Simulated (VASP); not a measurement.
# Ba (Fm-3m) in VASP: a series of runs

Ba is run at these levels: PBEsol; tasks: single point.

All numbers are computed with VASP 6.6.1; they aren't measurements. Logs are shortened: lines on timing, memory, paths and dates and some standing lists are left out, and cuts for length are marked.

**1. The cell of the first run**

The structure is cubic, space group Fm-3m (No. 225). The conventional cell has a = 6.162 Å, b = 6.162 Å, c = 6.162 Å, α = 90.00°, β = 90.00°, γ = 90.00°. Within 5.7 Å of Ba (site symmetry m-3m) lie 12 Ba at 4.36 Å.

This isn't the form of Ba at room conditions, which is bcc.

**2. Single point, PBEsol**

File INCAR:

```
  PREC = Accurate
  ENCUT = 520
  EDIFF = 1E-6
  ISMEAR = -1
  SIGMA = 0.1
  LREAL = F
  LASPH = T
  NELM = 60
  ALGO = Normal
  ISIF = 2
  LWAVE = F
  LCHARG = F
  GGA = PS
  NBANDS = 11
```

File KPOINTS:

```
regular mesh
0
Gamma
  9 9 9
```

File POSCAR:

```
Ba
1.0
    0.0000000000      3.0811059987      3.0811059987
    3.0811059987      0.0000000000      3.0811059987
    3.0811059987      3.0811059987      0.0000000000
Ba
1
Direct
    0.0000000000      0.0000000000      0.0000000000
```

Potentials or basis: VASP PAW PBE potentials, release 64 (Ba_sv).

The run is started by

```sh
> cat potpaw_PBE.64/Ba_sv/POTCAR > POTCAR
> mpirun -np 1 vasp_std > vasp.out
```

OUTCAR:

```text
PREC = Accurate
   ENCUT = 520
   EDIFF = 1E-6
   ISMEAR = -1
   LREAL = F
   LASPH = T
   NELM = 60
   ISIF = 2
   GGA = PS

 ion  position               nearest neighbor table
   1  0.000  0.000  0.000-

  LATTYP: Found a face centered cubic cell.
 ALAT       =     6.1622119974

  Lattice vectors:

 A1 = (   0.0000000000,   3.0811059987,   3.0811059987)
 A2 = (   3.0811059987,   0.0000000000,   3.0811059987)
 A3 = (   3.0811059987,   3.0811059987,   0.0000000000)

Analysis of symmetry for initial positions (statically):
=====================================================================
 Subroutine PRICEL returns:
 Original cell was already a primitive cell.

 Routine SETGRP: Setting up the symmetry group for a
 face centered cubic supercell.

 Subroutine GETGRP returns: Found 48 space group operations
 (whereof 48 operations were pure point group operations)
 out of a pool of 48 trial point group operations.

The static configuration has the point symmetry O_h .

Analysis of symmetry for dynamics (positions and initial velocities):
=====================================================================
 Subroutine PRICEL returns:
 Original cell was already a primitive cell.

 Routine SETGRP: Setting up the symmetry group for a
 face centered cubic supercell.

 Subroutine GETGRP returns: Found 48 space group operations
 (whereof 48 operations were pure point group operations)
 out of a pool of 48 trial point group operations.

The dynamic configuration has the point symmetry O_h .

 Subroutine INISYM returns: Found 48 space group operations
 (whereof 48 operations are pure point group operations),
 and found     1 'primitive' translations

----------------------------------------------------------------------------------------

                                     Primitive cell

  volume of cell :      58.4992

  direct lattice vectors                    reciprocal lattice vectors
     0.000000000  3.081105999  3.081105999    -0.162279389  0.162279389  0.162279389
     3.081105999  0.000000000  3.081105999     0.162279389 -0.162279389  0.162279389
     3.081105999  3.081105999  0.000000000     0.162279389  0.162279389 -0.162279389

  length of vectors
     4.357341890  4.357341890  4.357341890     0.281076147  0.281076147  0.281076147

  position of ions in fractional coordinates (direct lattice)
     0.000000000  0.000000000  0.000000000

  ion indices of the primitive-cell ions
   primitive index   ion index
                 1           1

----------------------------------------------------------------------------------------

 KPOINTS: regular mesh

Automatic generation of k-mesh.
 Grid dimensions read from file:
 generate k-points for:    9    9    9

 Generating k-lattice:

  Cartesian coordinates                     Fractional coordinates (reciprocal lattice)
    -0.018031043  0.018031043  0.018031043     0.111111111  0.000000000  0.000000000
     0.018031043 -0.018031043  0.018031043     0.000000000  0.111111111  0.000000000
     0.018031043  0.018031043 -0.018031043     0.000000000  0.000000000  0.111111111

  Length of vectors
     0.031230683  0.031230683  0.031230683

  Shift w.r.t. Gamma in fractional coordinates (k-lattice)
     0.000000000  0.000000000  0.000000000

 Subroutine IBZKPT returns following result:
 ===========================================

 Found     35 irreducible k-points:

 Following reciprocal coordinates:
            Coordinates               Weight
  0.000000  0.000000  0.000000      1.000000
  0.111111  0.000000  0.000000      8.000000
  0.222222  0.000000  0.000000      8.000000
  0.333333  0.000000  0.000000      8.000000
  0.444444  0.000000  0.000000      8.000000
  0.111111  0.111111  0.000000      6.000000
[... 16 lines left out ...]
 -0.333333  0.333333  0.000000     12.000000
  0.444444  0.444444  0.000000      6.000000
 [... further k-points ...]
   k-points           NKPTS =     35   k-points in BZ     NKDIM =     35   number of bands    NBANDS=     11
   number of dos      NEDOS =    301   number of ions     NIONS =      1
   total plane-waves  NPLWV =  32768
   dimension x,y,z NGX =    32 NGY =   32 NGZ =   32
   dimension x,y,z NGXF=    64 NGYF=   64 NGZF=   64
   ions per type =               1
   NGX,Y,Z   is equivalent  to a cutoff of  12.21, 12.21, 12.21 a.u.
   NGXF,Y,Z  is equivalent  to a cutoff of  24.42, 24.42, 24.42 a.u.
 SYSTEM =  unknown system
   PREC   = accura    normal or accurate (medium, high low for compatibility)
   ISTART =      0    job   : 0-new  1-cont  2-samecut
   ICHARG =      2    charge: 1-file 2-atom 10-const
   ISPIN  =      1    spin polarized calculation?
   LNONCOLLINEAR =      F non collinear calculations
   LSORBIT =      F    spin-orbit coupling
   LASPH  =      T    aspherical Exc in radial PAW
   ENCUT  =  520.0 eV  38.22 Ry    6.18 a.u.   8.10  8.10  8.10*2*pi/ulx,y,z
   NELM   =     60;   NELMIN=  2; NELMDL= -5     # of ELM steps
   EDIFF  = 0.1E-05   stopping-criterion for ELM
   LREAL  =      F    real-space projection
   EDIFFG = 0.1E-04   stopping-criterion for IOM
   NSW    =      0    number of steps for IOM
   IBRION =     -1    ionic relax: 0-MD 1-quasi-New 2-CG
   NFREE  =      0    steps in history (QN), initial steepest desc. (CG)
   ISIF   =      2    stress and relaxation
   ISYM   =      2    0-nonsym 1-usesym 2-fastsym
   POTIM  = 0.5000    time-step for ionic-motion
   TEBEG  =    0.0;   TEEND  =   0.0 temperature during run
   PSTRESS=    0.0 pullay stress
   NELECT =      10.0000    total number of electrons
   NUPDOWN=      -1.0000    fix difference up-down
   EMIN   =  10.00;   EMAX   =-10.00  energy-range for DOS
   EFERMI =   0.00;   METHOD = LEGACY
   ISMEAR =    -1;   SIGMA  =   0.10  broadening in eV -4-tet -1-fermi 0-gaus
   EFERMI_NEDOS =   21; number of points for ismear=-14 and -15
   IALGO  =     38    algorithm
   IMIX   =      4    mixing-type and parameters
     AMIX     =   0.40;   BMIX     =  1.00
     AMIX_MAG =   1.60;   BMIX_MAG =  1.00
  volume/ion in A,a.u.               =      58.50       394.77
  Fermi-wavevector in a.u.,A,eV,Ry     =   0.908570  1.716948 11.231591  0.825499
  Thomas-Fermi vector in A             =   2.032511
   LORBIT       =      0    0 simple, 1 ext, 2 COOP (PROOUT), +10 PAW based schemes
   GGA     = PS    functional components
   LHFCALC =     F    Hartree Fock is set to
   AEXX    =    0.0000 exact exchange contribution
   IVDW    =     0    specifies the selected vdW correction
   LEPSILON=     F    determine dielectric tensor
   LRPA    =     F    only Hartree local field effects (RPA)
 non-spin polarized calculation
  energy-cutoff  :      520.00
  volume of cell :       58.50
 maximum number of plane-waves:      1592
   NGX = 17   NGY = 17   NGZ = 17

 number of electron      10.0000000 magnetization

 Free energy of the ion-electron system (eV)
  ---------------------------------------------------
  ext. energy  EPLUGINS =         0.00000000
  ---------------------------------------------------
  free energy    TOTEN  =        -2.15849005 eV

  energy without entropy =       -2.10437512  energy(sigma->0) =       -2.13143259

 E-fermi :   1.8183     XC(G=0):  -7.7490

 val. band max:        1.8167081947   @ k =  -0.4444   0.4444   0.1111
 cond. band min:       1.8211498208   @ k =   0.4444   0.3333   0.0000
 fundamental gap:      0.0044416261
 Fermi energy:         1.8183085387

 k-point     1 :       0.0000    0.0000    0.0000
  band No.  band energies     occupation
      1     -26.9214      2.00000
      2     -11.8107      2.00000
      3     -11.8107      2.00000
      4     -11.8107      2.00000
      5      -1.0194      2.00000
      6       3.6605      0.00000
      7       3.6605      0.00000
      8       3.6605      0.00000
      9       5.3795      0.00000
     10       5.3795      0.00000
     11       7.9888      0.00000

 k-point     2 :       0.1111    0.0000    0.0000
  band No.  band energies     occupation
      1     -26.9149      2.00000
      2     -11.8855      2.00000
      3     -11.8198      2.00000
      4     -11.8198      2.00000
      5      -0.7823      2.00000
      6       3.3884      0.00000
      7       3.7687      0.00000
      8       3.7687      0.00000
      9       5.2320      0.00000
     10       5.2320      0.00000
     11       8.5240      0.00000

 k-point     3 :       0.2222    0.0000    0.0000
  band No.  band energies     occupation
      1     -26.8984      2.00000
      2     -12.0676      2.00000
      3     -11.8428      2.00000
      4     -11.8428      2.00000
      5      -0.1719      2.00000
      6       2.9369      0.00003
      7       3.8751      0.00000
      8       3.8751      0.00000
      9       5.2114      0.00000
     10       5.2114      0.00000
     11       8.3770      0.00000

 k-point     4 :       0.3333    0.0000    0.0000
  band No.  band energies     occupation
      1     -26.8794      2.00000
      2     -12.2635      2.00000
      3     -11.8686      2.00000
      4     -11.8686      2.00000
      5       0.4823      2.00000
      6       2.7899      0.00012
      7       3.6987      0.00000
      8       3.6987      0.00000
      9       5.8058      0.00000
     10       5.8058      0.00000
     11       7.7992      0.00000
[... 239 lines left out ...]
 k-point    22 :      -0.4444    0.3333    0.0000
  band No.  band energies     occupation
      1     -26.8495      2.00000
      2     -12.2932      2.00000
      3     -12.1104      2.00000
      4     -11.9807      2.00000
      5       1.3905      1.97264
      6       1.9620      0.38406
      7       3.3079      0.00000
      8       5.1258      0.00000
      9       6.6308      0.00000
     10       6.6847      0.00000
     11       8.0423      0.00000

 k-point    23 :      -0.3333    0.3333    0.0000
  band No.  band energies     occupation
      1     -26.8514      2.00000
      2     -12.2115      2.00000
      3     -12.2061      2.00000
      4     -11.9483      2.00000
      5       1.8018      1.08217
      6       2.0695      0.15008
      7       2.9657      0.00002
      8       4.7021      0.00000
      9       5.9854      0.00000
     10       6.3721      0.00000
     11       9.4080      0.00000

 k-point    24 :       0.4444    0.4444    0.0000
  band No.  band energies     occupation
      1     -26.8491      2.00000
      2     -12.3483      2.00000
      3     -12.0150      2.00000
      4     -12.0150      2.00000
      5       0.9251      1.99974
      6       1.6023      1.79319
      7       4.0172      0.00000
      8       6.6253      0.00000
      9       6.6253      0.00000
     10       6.6740      0.00000
     11       8.4112      0.00000

 [... further k-points ...]
[... 5 lines left out ...]
  --------------------------------------------------------------------------------------
  -------------------------------------------------------------------------------------
  Total        0.0337466      0.0337466      0.0337466     -0.0000000     -0.0000000      0.0000000
  in kB        0.9242532      0.9242532      0.9242532     -0.0000000     -0.0000000      0.0000000
  external PRESSURE =       0.9242532 kB  Pullay stress =       0.0000000 kB

 VOLUME and BASIS-vectors are now :
 -----------------------------------------------------------------------------
  energy-cutoff  :      520.00
  volume of cell :       58.50
      direct lattice vectors                 reciprocal lattice vectors
     0.000000000  3.081105999  3.081105999    -0.162279389  0.162279389  0.162279389
     3.081105999  0.000000000  3.081105999     0.162279389 -0.162279389  0.162279389
     3.081105999  3.081105999  0.000000000     0.162279389  0.162279389 -0.162279389

 POSITION                                       TOTAL-FORCE (eV/Angst)
 -----------------------------------------------------------------------------------
      0.00000      0.00000      0.00000         0.000000      0.000000      0.000000
 -----------------------------------------------------------------------------------
    total drift:                                0.000000      0.000000      0.000000

  FREE ENERGIE OF THE ION-ELECTRON SYSTEM (eV)
  ---------------------------------------------------
  free  energy   TOTEN  =        -2.1584900541 eV

  energy  without entropy=       -2.1043751209  energy(sigma->0) =       -2.13143259
```

It took 22 s on 1 thread of AMD EPYC 7R13, shared host; peak memory 0.15 GiB.

What came out:

```yaml
Free_energy: -2.1585 eV
Pressure: 0.1 GPa
Band_gap_on_the_k_mesh: zero (bands 5 and 6 overlap by 0.30 eV)
```

Levels at points of the mesh, in eV from the Fermi level:
| k point | band 3 | band 4 | band 5 | band 6 | band 7 | band 8 |
| --- | --- | --- | --- | --- | --- | --- |
| (0.00, 0.00, 0.00) | -13.63 | -13.63 | -2.84 | 1.84 | 1.84 | 1.84 |

Caveat: the PAW data sets were made with another functional, which shifts forces and pressure a little; spin-orbit coupling is left out, which moves the levels of the heavy elements.

**3. Single point, PBEsol (51.48 Å³/atom)**

This run uses another cell than the first one, of 51.48 Å³/atom.

File INCAR:

```
  PREC = Accurate
  ENCUT = 520
  EDIFF = 1E-7
  ISMEAR = -1
  SIGMA = 0.1
  LREAL = False
  LASPH = True
  NELM = 60
  ALGO = Normal
  ISIF = 2
  LWAVE = False
  LCHARG = False
  GGA = PS
  NBANDS = 11
```

File KPOINTS:

```
Automatic mesh
0
Gamma
  10 10 10
```

File POSCAR:

```
Ba
1.0
    0.0000000000      2.9525744928      2.9525744928
    2.9525744928      0.0000000000      2.9525744928
    2.9525744928      2.9525744928      0.0000000000
Ba
1
Direct
    0.0000000000      0.0000000000      0.0000000000
```

Potentials or basis: VASP PAW PBE potentials, release 64 (Ba_sv).

The run is started by

```sh
> cat potpaw_PBE.64/Ba_sv/POTCAR > POTCAR
> mpirun -np 1 vasp_std > vasp.out
```

Run time: 33 s. Hardware: 1 thread of AMD EPYC 7R13, shared host; peak memory 0.15 GiB.

Results (log left out):

* Free energy: -2.1281 eV
* Pressure: 1.4 GPa
* Band gap on the k mesh: zero (bands 5 and 6 overlap by 0.52 eV)

Levels at points of the mesh, in eV from the Fermi level:
| k point | band 3 | band 4 | band 5 | band 6 | band 7 | band 8 |
| --- | --- | --- | --- | --- | --- | --- |
| (0.00, 0.00, 0.00) | -13.32 | -13.32 | -2.84 | 1.98 | 1.98 | 1.98 |
| (0.50, 0.00, 0.00) | -13.43 | -13.43 | -1.05 | 1.79 | 1.79 | 1.79 |
| (0.50, 0.50, 0.00) | -13.62 | -13.62 | -1.08 | -0.40 | 3.02 | 5.56 |

Caveat: the PAW data sets were made with another functional, which shifts forces and pressure a little; spin-orbit coupling is left out, which moves the levels of the heavy elements.

**4. Single point, PBEsol (56.16 Å³/atom)**

This run uses another cell than the first one, of 56.16 Å³/atom.

File INCAR:

```
PREC = Accurate ; ENCUT = 520
EDIFF = 1E-6 ; ISMEAR = -1
SIGMA = 0.1 ; LREAL = False
LASPH = True ; NELM = 100
ALGO = Normal ; ISIF = 2
LWAVE = False ; LCHARG = False
GGA = PS ; NBANDS = 11
```

KPOINTS is that of step 3.

File POSCAR:

```
Ba
1.0
    0.0000000000      3.0394643265      3.0394643265
    3.0394643265      0.0000000000      3.0394643265
    3.0394643265      3.0394643265      0.0000000000
Ba
1
Direct
    0.0000000000      0.0000000000      0.0000000000
```

The run is started by

```sh
> cat potpaw_PBE.64/Ba_sv/POTCAR > POTCAR
> mpirun -np 1 vasp_std > vasp.out
```

It took 30 s on 1 thread of AMD EPYC 7R13, shared host; peak memory 0.16 GiB.

The run converged. Its results:

* Free energy: -2.1539 eV
* Pressure: 0.4 GPa
* Band gap on the k mesh: zero (bands 5 and 6 overlap by 0.33 eV)

Levels at points of the mesh, in eV from the Fermi level:
| k point | band 2 | band 3 | band 4 | band 5 | band 6 | band 7 | band 8 | band 9 |
| --- | --- | --- | --- | --- | --- | --- | --- | --- |
| (0.00, 0.00, 0.00) | -13.53 | -13.53 | -13.53 | -2.84 | 1.89 | 1.89 | 1.89 | 3.69 |
| (0.50, 0.00, 0.00) | -14.20 | -13.61 | -13.61 | -1.02 | 1.44 | 1.72 | 1.72 | 5.08 |
| (0.50, 0.50, 0.00) | -14.15 | -13.77 | -13.77 | -0.96 | -0.30 | 2.57 | 5.11 | 5.52 |

Caveat: the PAW data sets were made with another functional, which shifts forces and pressure a little; spin-orbit coupling is left out, which moves the levels of the heavy elements.

**5. The runs side by side**

| cell | k mesh | gap on the mesh (eV) | pressure (GPa) |
| --- | --- | --- | --- |
| a = 4.357 Å, angles 60.0°, 1 atom | 9 × 9 × 9 | none | 0.1 |
| a = 4.176 Å, angles 60.0°, 1 atom | 10 × 10 × 10 | none | 1.4 |
| a = 4.298 Å, angles 60.0°, 1 atom | 10 × 10 × 10 | none | 0.4 |

Alike in all rows: task single point; level PBEsol; potentials or basis VASP PAW PBE potentials, release 64 (Ba_sv); no spin polarisation; cutoff (eV) 520; smearing fermi-dirac 0.1 eV.

Caveats: the PAW data sets were made with another functional, which shifts forces and pressure a little; spin-orbit coupling is left out, which moves the levels of the heavy elements.

Total energies depend on the potentials used, so only differences within one code and one set of settings carry meaning.

The gap in the log of VASP goes by the Fermi energy; the results here count the filled bands.